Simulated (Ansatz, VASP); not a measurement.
**Sb in VASP and in Ansatz**

```
Sb
1.0
     3.22198    0.00000    0.00000
     0.00000    3.22198    0.00000
     0.00000    0.00000    3.22198
Sb
1
Direct
  0.00000 0.00000 0.00000
```

Change from the starting cell: volume scaled by 1.06, crystal datasets.

Alike in both runs: task electric field gradients; functional PBEsol; k mesh 12 × 12 × 12; occupations fermi-dirac, width 0.08 eV; no spin polarisation.

```csv
,VASP,Ansatz
version,VASP 6.6.1,Ansatz 0.2.0
potentials or method,"VASP PAW PBE potentials, release 64 (Sb), cutoff 520 eV","all-electron PAW with datasets made for the crystal, scalar-relativistic"
```

|  | VASP | Ansatz | Ansatz less VASP |
| --- | --- | --- | --- |
| pressure (GPa) | -6.6 | -6.6 | 0.00 |

VASP's potentials were made for PBE, not for PBEsol. Ansatz ran all-electron here, and VASP with PAW potentials.

Spin-orbit coupling is off throughout.
